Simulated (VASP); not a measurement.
# Sr (P6_3/mmc) in VASP: a series of runs, part 2 of 2

VASP 6.6.1.

## Step 4: Electric field gradients, LDA (equal xx and yy strain of -2 %)

The input, INCAR:

```
SYSTEM = Sr
PREC = Accurate ; ENCUT = 520
EDIFF = 1E-8 ; ISMEAR = -1
SIGMA = 0.08 ; LREAL = .FALSE.
LASPH = .TRUE. ; NELM = 80
ALGO = Normal ; ISIF = 2
LWAVE = .FALSE. ; LCHARG = .FALSE.
GGA = CA ; LEFG = .TRUE.
NBANDS = 17
```

The input, KPOINTS:

```
Automatic mesh
0
G
  10 10 5
  0 0 0
```

The input, POSCAR:

```
Sr
1.0
    4.2238002163      0.0000000000      0.0000000000
   -2.1119001082      3.6579182878      0.0000000000
    0.0000000000      0.0000000000      7.0500000000
Sr
2
Direct
    0.3333333333      0.6666666667      0.2500000000
    0.6666666667      0.3333333333      0.7500000000
```

Potentials or basis: VASP PAW LDA potentials, release 64 (Sr_sv).

Run with:

```console
cat potpaw_LDA.64/Sr_sv/POTCAR > POTCAR
mpirun -np 1 vasp_std > vasp.out
```

OUTCAR:

```text
SYSTEM = Sr
   PREC = Accurate
   ENCUT = 520
   EDIFF = 1E-8
   ISMEAR = -1
   LREAL = .FALSE.
   LASPH = .TRUE.
   NELM = 80
   ISIF = 2
   GGA = CA

 ion  position               nearest neighbor table
   1  0.333  0.667  0.250-   2 4.29   2 4.29   2 4.29   2 4.29   2 4.29   2 4.29
   2  0.667  0.333  0.750-   1 4.29   1 4.29   1 4.29   1 4.29   1 4.29   1 4.29

  LATTYP: Found a hexagonal cell.
 ALAT       =     4.2238002163
 C/A-ratio  =     1.6691130354

  Lattice vectors:

 A1 = (   4.2238002163,   0.0000000000,   0.0000000000)
 A2 = (  -2.1119001082,   3.6579182878,   0.0000000000)
 A3 = (   0.0000000000,   0.0000000000,   7.0500000000)

Analysis of symmetry for initial positions (statically):
=====================================================================
 Subroutine PRICEL returns:
 Original cell was already a primitive cell.

 Routine SETGRP: Setting up the symmetry group for a
 hexagonal supercell.

 Subroutine GETGRP returns: Found 24 space group operations
 (whereof 12 operations were pure point group operations)
 out of a pool of 24 trial point group operations.

The static configuration has the point symmetry D_3d.
 The point group associated with its full space group is D_6h.

Analysis of symmetry for dynamics (positions and initial velocities):
=====================================================================
 Subroutine PRICEL returns:
 Original cell was already a primitive cell.

 Routine SETGRP: Setting up the symmetry group for a
 hexagonal supercell.

 Subroutine GETGRP returns: Found 24 space group operations
 (whereof 12 operations were pure point group operations)
 out of a pool of 24 trial point group operations.

The dynamic configuration has the point symmetry D_3d.
 The point group associated with its full space group is D_6h.

 Subroutine INISYM returns: Found 24 space group operations
 (whereof 12 operations are pure point group operations),
 and found     1 'primitive' translations

----------------------------------------------------------------------------------------

                                     Primitive cell

  volume of cell :     108.9247

  direct lattice vectors                    reciprocal lattice vectors
     4.223800216  0.000000000  0.000000000     0.236753622  0.136689767  0.000000000
    -2.111900108  3.657918288  0.000000000     0.000000000  0.273379535  0.000000000
     0.000000000  0.000000000  7.050000000     0.000000000  0.000000000  0.141843972

  length of vectors
     4.223800216  4.223800216  7.050000000     0.273379535  0.273379535  0.141843972

  position of ions in fractional coordinates (direct lattice)
     0.333333333  0.666666667  0.250000000
     0.666666667  0.333333333  0.750000000

  ion indices of the primitive-cell ions
   primitive index   ion index
                 1           1
                 2           2

----------------------------------------------------------------------------------------

[... 70 lines left out ...]
   LREAL  =      F    real-space projection
   EDIFFG = 0.1E-06   stopping-criterion for IOM
   NSW    =      0    number of steps for IOM
   IBRION =     -1    ionic relax: 0-MD 1-quasi-New 2-CG
   NFREE  =      0    steps in history (QN), initial steepest desc. (CG)
   ISIF   =      2    stress and relaxation
   ISYM   =      2    0-nonsym 1-usesym 2-fastsym
   POTIM  = 0.5000    time-step for ionic-motion
   TEBEG  =    0.0;   TEEND  =   0.0 temperature during run
   PSTRESS=    0.0 pullay stress
   NELECT =      20.0000    total number of electrons
   NUPDOWN=      -1.0000    fix difference up-down
   EMIN   =  10.00;   EMAX   =-10.00  energy-range for DOS
   EFERMI =   0.00;   METHOD = LEGACY
   ISMEAR =    -1;   SIGMA  =   0.08  broadening in eV -4-tet -1-fermi 0-gaus
   EFERMI_NEDOS =   21; number of points for ismear=-14 and -15
   IALGO  =     38    algorithm
   IMIX   =      4    mixing-type and parameters
     AMIX     =   0.40;   BMIX     =  1.00
     AMIX_MAG =   1.60;   BMIX_MAG =  1.00
  volume/ion in A,a.u.               =      54.46       367.53
  Fermi-wavevector in a.u.,A,eV,Ry     =   0.930485  1.758362 11.779954  0.865802
  Thomas-Fermi vector in A             =   2.056878
   LORBIT       =      0    0 simple, 1 ext, 2 COOP (PROOUT), +10 PAW based schemes
   GGA     = CA    functional components
   LHFCALC =     F    Hartree Fock is set to
   AEXX    =    0.0000 exact exchange contribution
   IVDW    =     0    specifies the selected vdW correction
   LEPSILON=     F    determine dielectric tensor
   LRPA    =     F    only Hartree local field effects (RPA)
 non-spin polarized calculation
  energy-cutoff  :      520.00
  volume of cell :      108.92
 maximum number of plane-waves:      2953
 NGX is ok and might be reduce to    32
   NGX = 15   NGY = 15   NGZ = 27

 number of electron      20.0000001 magnetization

 Free energy of the ion-electron system (eV)
  ---------------------------------------------------
  ext. energy  EPLUGINS =         0.00000000
  ---------------------------------------------------
  free energy    TOTEN  =        -3.76135893 eV

  energy without entropy =       -3.70360222  energy(sigma->0) =       -3.73248057

 E-fermi :   1.4498     XC(G=0):  -7.5871

 val. band max:        1.4454176898   @ k =   0.3000   0.0000   0.0000
 cond. band min:       1.4533463632   @ k =   0.2000   0.1000   0.0000
 fundamental gap:      0.0079286734
 Fermi energy:         1.4498378241

 k-point     1 :       0.0000    0.0000    0.0000
  band No.  band energies     occupation
      1     -34.9832      2.00000
      2     -34.9696      2.00000
      3     -17.1623      2.00000
      4     -16.9897      2.00000
      5     -16.9897      2.00000
      6     -16.9655      2.00000
[... 457 lines left out ...]
      4     -17.1349      2.00000
      5     -17.0608      2.00000
      6     -17.0399      2.00000
[... 9 lines left out ...]
     16       5.2122      0.00000
     17       5.4835      0.00000

 [... further k-points ...]
[... 5 lines left out ...]
  --------------------------------------------------------------------------------------
  -------------------------------------------------------------------------------------
  Total       -0.7508342     -0.7508342     -0.9726710      0.0000000      0.0000000      0.0000000
  in kB      -11.0440448    -11.0440448    -14.3070484      0.0000000      0.0000000      0.0000000
  external PRESSURE =     -12.1317127 kB  Pullay stress =       0.0000000 kB

 VOLUME and BASIS-vectors are now :
 -----------------------------------------------------------------------------
  energy-cutoff  :      520.00
  volume of cell :      108.92
      direct lattice vectors                 reciprocal lattice vectors
     4.223800216  0.000000000  0.000000000     0.236753622  0.136689767  0.000000000
    -2.111900108  3.657918288  0.000000000     0.000000000  0.273379535  0.000000000
     0.000000000  0.000000000  7.050000000     0.000000000  0.000000000  0.141843972

 POSITION                                       TOTAL-FORCE (eV/Angst)
 -----------------------------------------------------------------------------------
     -0.00000      2.43861      1.76250         0.000000      0.000000      0.000000
      2.11190      1.21931      5.28750        -0.000000     -0.000000      0.000000
 -----------------------------------------------------------------------------------
    total drift:                               -0.000000      0.000000     -0.000000

  FREE ENERGIE OF THE ION-ELECTRON SYSTEM (eV)
  ---------------------------------------------------
  free  energy   TOTEN  =        -3.7613589282 eV

  energy  without entropy=       -3.7036022163  energy(sigma->0) =       -3.73248057

 Electric field gradients (V/A^2)
---------------------------------------------------------------------
 ion       V_xx      V_yy      V_zz      V_xy      V_xz      V_yz
---------------------------------------------------------------------
   1       3.447     3.447    -6.894     0.000     0.000    -0.000
   2       3.447     3.447    -6.894     0.000    -0.000     0.000
---------------------------------------------------------------------

 Electric field gradients after diagonalization (V/A^2)
 (convention: |V_zz| > |V_xx| > |V_yy|)
----------------------------------------------------------------------
 ion       V_xx      V_yy      V_zz     asymmetry (V_yy - V_xx)/ V_zz
----------------------------------------------------------------------
   1       3.447     3.447    -6.894       0.000
   2       3.447     3.447    -6.894       0.000
----------------------------------------------------------------------

           NMR quadrupolar parameters

 Cq : quadrupolar parameter    Cq=e*Q*V_zz/h
 eta: asymmetry parameters     (V_yy - V_xx)/ V_zz
 Q  : nuclear electric quadrupole moment in mb (millibarn)
----------------------------------------------------------------------
 ion       Cq(MHz)       eta       Q (mb)
----------------------------------------------------------------------
   1      -0.017       0.000       1.000
   2      -0.017       0.000       1.000
----------------------------------------------------------------------
```

It took 92 s on 1 thread of Oxide Virtual Turin-like, shared host; peak memory 0.19 GiB.

What came out:

| Item | Value |
| --- | --- |
| Free energy | -3.7614 eV |
| Pressure | -1.2 GPa |
| Band gap on the k mesh | zero (band 10 reaches 1.59 eV, above the bottom of band 11 at 1.45 eV) |

Electric field gradients, principal values (V/Å²):
```
atom  least  middle  greatest (by size)
1 Sr  3.447   3.447              -6.894
2 Sr  3.447   3.447              -6.894
```

Caveat: the cell differs from its parent crystal (equal xx and yy strain of -2 %); without QUAD_EFG the Cq values of the log hold for a quadrupole moment of 1 mb, not for the nuclei.

## Step 5: Electric field gradients, LDA (zz strain of -2 %)

The input, INCAR:

```
SYSTEM = Sr
  PREC = Accurate
  ENCUT = 520
  EDIFF = 1E-8
  ISMEAR = -1
  SIGMA = 0.08
  LREAL = .False.
  LASPH = .True.
  NELM = 60
  ALGO = Normal
  ISIF = 2
  LWAVE = .False.
  LCHARG = .False.
  LEFG = .True.
  NBANDS = 17
```

The input, KPOINTS:

```
regular mesh
0
Gamma
  10 10 5
  0 0 0
```

The input, POSCAR:

```
Sr
1.0
    4.3100002207      0.0000000000      0.0000000000
   -2.1550001104      3.7325696814      0.0000000000
    0.0000000000      0.0000000000      6.9090000000
Sr
2
Direct
    0.3333333333      0.6666666667      0.2500000000
    0.6666666667      0.3333333333      0.7500000000
```

Potentials or basis: VASP PAW LDA potentials, release 64 (Sr_sv).

Run with:

```console
cat potpaw_LDA.64/Sr_sv/POTCAR > POTCAR
mpirun -np 1 vasp_std > vasp.out
```

OUTCAR:

```text
SYSTEM = Sr
   PREC = Accurate
   ENCUT = 520
   EDIFF = 1E-8
   ISMEAR = -1
   LREAL = .False.
   LASPH = .True.
   NELM = 60
   ISIF = 2

 ion  position               nearest neighbor table
   1  0.333  0.667  0.250-   2 4.26   2 4.26   2 4.26   2 4.26   2 4.26   2 4.26
   2  0.667  0.333  0.750-   1 4.26   1 4.26   1 4.26   1 4.26   1 4.26   1 4.26

  LATTYP: Found a hexagonal cell.
 ALAT       =     4.3100002207
 C/A-ratio  =     1.6030161592

  Lattice vectors:

 A1 = (   4.3100002207,   0.0000000000,   0.0000000000)
 A2 = (  -2.1550001104,   3.7325696814,   0.0000000000)
 A3 = (   0.0000000000,   0.0000000000,   6.9090000000)

Analysis of symmetry for initial positions (statically):
=====================================================================
 Subroutine PRICEL returns:
 Original cell was already a primitive cell.

 Routine SETGRP: Setting up the symmetry group for a
 hexagonal supercell.

 Subroutine GETGRP returns: Found 24 space group operations
 (whereof 12 operations were pure point group operations)
 out of a pool of 24 trial point group operations.

The static configuration has the point symmetry D_3d.
 The point group associated with its full space group is D_6h.

Analysis of symmetry for dynamics (positions and initial velocities):
=====================================================================
 Subroutine PRICEL returns:
 Original cell was already a primitive cell.

 Routine SETGRP: Setting up the symmetry group for a
 hexagonal supercell.

 Subroutine GETGRP returns: Found 24 space group operations
 (whereof 12 operations were pure point group operations)
 out of a pool of 24 trial point group operations.

The dynamic configuration has the point symmetry D_3d.
 The point group associated with its full space group is D_6h.
[... 151 lines left out ...]
 Fermi energy:         1.3928395267

 k-point     1 :       0.0000    0.0000    0.0000
  band No.  band energies     occupation
      1     -35.0870      2.00000
      2     -35.0721      2.00000
      3     -17.2722      2.00000
      4     -17.1037      2.00000
      5     -17.1037      2.00000
      6     -17.0740      2.00000
[... 457 lines left out ...]
      4     -17.2193      2.00000
      5     -17.1680      2.00000
      6     -17.1446      2.00000
[... 9 lines left out ...]
     16       5.0963      0.00000
     17       5.4522      0.00000

 [... further k-points ...]
[... 5 lines left out ...]
  --------------------------------------------------------------------------------------
  -------------------------------------------------------------------------------------
  Total       -1.0537058     -1.0537058     -0.7859690      0.0000000     -0.0000000      0.0000000
  in kB      -15.1890131    -15.1890131    -11.3296261      0.0000000     -0.0000000      0.0000000
  external PRESSURE =     -13.9025508 kB  Pullay stress =       0.0000000 kB

 VOLUME and BASIS-vectors are now :
 -----------------------------------------------------------------------------
  energy-cutoff  :      520.00
  volume of cell :      111.15
      direct lattice vectors                 reciprocal lattice vectors
     4.310000221  0.000000000  0.000000000     0.232018550  0.133955972  0.000000000
    -2.155000110  3.732569681  0.000000000     0.000000000  0.267911944  0.000000000
     0.000000000  0.000000000  6.909000000     0.000000000  0.000000000  0.144738747

 POSITION                                       TOTAL-FORCE (eV/Angst)
 -----------------------------------------------------------------------------------
     -0.00000      2.48838      1.72725         0.000000      0.000000      0.000000
      2.15500      1.24419      5.18175        -0.000000     -0.000000      0.000000
 -----------------------------------------------------------------------------------
    total drift:                               -0.000000      0.000000     -0.000000

  FREE ENERGIE OF THE ION-ELECTRON SYSTEM (eV)
  ---------------------------------------------------
  free  energy   TOTEN  =        -3.7424936385 eV

  energy  without entropy=       -3.6824158623  energy(sigma->0) =       -3.71245475

 Electric field gradients (V/A^2)
---------------------------------------------------------------------
 ion       V_xx      V_yy      V_zz      V_xy      V_xz      V_yz
---------------------------------------------------------------------
   1      -0.881    -0.881     1.763     0.000     0.000    -0.000
   2      -0.881    -0.881     1.763     0.000    -0.000     0.000
---------------------------------------------------------------------

 Electric field gradients after diagonalization (V/A^2)
 (convention: |V_zz| > |V_xx| > |V_yy|)
----------------------------------------------------------------------
 ion       V_xx      V_yy      V_zz     asymmetry (V_yy - V_xx)/ V_zz
----------------------------------------------------------------------
   1      -0.881    -0.881     1.763       0.000
   2      -0.881    -0.881     1.763       0.000
----------------------------------------------------------------------

           NMR quadrupolar parameters

 Cq : quadrupolar parameter    Cq=e*Q*V_zz/h
 eta: asymmetry parameters     (V_yy - V_xx)/ V_zz
 Q  : nuclear electric quadrupole moment in mb (millibarn)
----------------------------------------------------------------------
 ion       Cq(MHz)       eta       Q (mb)
----------------------------------------------------------------------
   1       0.004       0.000       1.000
   2       0.004       0.000       1.000
----------------------------------------------------------------------
```

OSZICAR:

```text
N       E                     dE             d eps       ncg     rms          rms(c)
DAV:   1     0.107949367873E+03    0.10795E+03   -0.92744E+03  1428   0.984E+02
DAV:   2     0.450052237955E+01   -0.10345E+03   -0.10199E+03  1859   0.232E+02
DAV:   3    -0.353098777152E+01   -0.80315E+01   -0.80089E+01  2603   0.458E+01
DAV:   4    -0.374272869490E+01   -0.21174E+00   -0.21156E+00  1951   0.663E+00
DAV:   5    -0.374712074275E+01   -0.43920E-02   -0.43917E-02  2346   0.763E-01    0.157E+01
DAV:   6    -0.374430697227E+01    0.28138E-02   -0.12987E-02  1904   0.124E+00    0.882E+00
DAV:   7    -0.374247111762E+01    0.18359E-02   -0.21194E-02  1777   0.154E+00    0.428E-01
DAV:   8    -0.374243492839E+01    0.36189E-04   -0.32949E-03  2621   0.281E-01    0.142E-01
DAV:   9    -0.374247891490E+01   -0.43987E-04   -0.10848E-04  2032   0.491E-02    0.464E-02
DAV:  10    -0.374249308693E+01   -0.14172E-04   -0.15678E-05  1966   0.307E-02    0.896E-03
DAV:  11    -0.374249353103E+01   -0.44410E-06   -0.77278E-07  2335   0.573E-03    0.190E-03
DAV:  12    -0.374249363672E+01   -0.10570E-06   -0.24236E-07  2262   0.235E-03    0.126E-03
DAV:  13    -0.374249363846E+01   -0.17387E-08   -0.13304E-08  1662   0.737E-04
   1 F= -.37424936E+01 E0= -.37124548E+01  d E =-.600778E-01
```

stdout:

```text
POSCAR found type information on POSCAR Sr
 POSCAR found :  1 types and       2 ions
 scaLAPACK will be used
 LDA part: xc-table for (Slater(with rela. corr.)+CA(PZ))
 , standard interpolation
 POSCAR, INCAR and KPOINTS ok, starting setup
 FFT: planning ... GRIDC
 FFT: planning ... GRID_SOFT
 FFT: planning ... GRID
 WAVECAR not read
 entering main loop
ion   1

ion   2
```

It took 2.2 min on 1 thread of Oxide Virtual Turin-like, shared host; peak memory 0.18 GiB.

Results:

| Item | Value |
| --- | --- |
| Free energy | -3.7425 eV |
| Pressure | -1.4 GPa |
| Band gap on the k mesh | zero (band 10 reaches 1.50 eV, above the bottom of band 11 at 1.37 eV) |

Electric field gradients, principal values (V/Å²):
| atom | least | middle | greatest (by size) |
| --- | --- | --- | --- |
| 1 Sr | -0.881 | -0.881 | 1.763 |
| 2 Sr | -0.881 | -0.881 | 1.763 |

Caveat: the cell differs from its parent crystal (zz strain of -2 %); without QUAD_EFG the Cq values of the log hold for a quadrupole moment of 1 mb, not for the nuclei.

## Step 6: Overview

| cell | gap on the mesh (eV) | pressure (GPa) |
| --- | --- | --- |
| a = 4.252, b = 4.252, c = 6.955 Å, angles 90.0, 90.0, 120.0°, 2 atoms | none | -1.2 |
| a = 4.224, b = 4.224, c = 7.050 Å, angles 90.0, 90.0, 120.0°, 2 atoms | none | -1.2 |
| a = 4.310, b = 4.310, c = 6.909 Å, angles 90.0, 90.0, 120.0°, 2 atoms | none | -1.4 |

Alike in all rows: task electric field gradients; level LDA; potentials or basis VASP PAW LDA potentials, release 64 (Sr_sv); no spin polarisation; k mesh 10 × 10 × 5; cutoff (eV) 520; smearing fermi-dirac 0.08 eV.

Total energies depend on the potentials used, so only differences within one code and one set of settings carry meaning.
